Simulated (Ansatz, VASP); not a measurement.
**NaI in VASP and in Ansatz**

```
CELL_PARAMETERS angstrom
0.00000 3.22972 3.22972
3.22972 0.00000 3.22972
3.22972 3.22972 0.00000
ATOMIC_POSITIONS crystal
Na 0.00000 0.00000 0.00000
I 0.50000 0.50000 0.50000
```

Alike in both runs: task single point; functional PBE; k mesh 8 × 8 × 8; occupations fermi-dirac, width 0.02 eV; no spin polarisation.

```csv
,VASP,Ansatz
version,VASP 6.6.1,Ansatz 0.2.0
potentials or method,"VASP PAW PBE potentials, release 64 (Na_pv, I)","plane waves, PAW"
plane-wave cutoff (eV),520,420
valence electrons in the cell,14,26
```

|  | VASP | Ansatz | Ansatz less VASP |
| --- | --- | --- | --- |
| gap on the k mesh at the Fermi level (eV) | 3.66 | 3.66 | +0.004 |
| pressure (GPa) | 0.5 | 0.5 | -0.01 |

With one functional, cell and mesh, what is left measures potentials, basis and numerics. VASP's potentials hold 14 valence electrons a cell and Ansatz's 26, so a difference there can come from the potentials and not from the codes.

Neither program's run includes spin-orbit coupling.
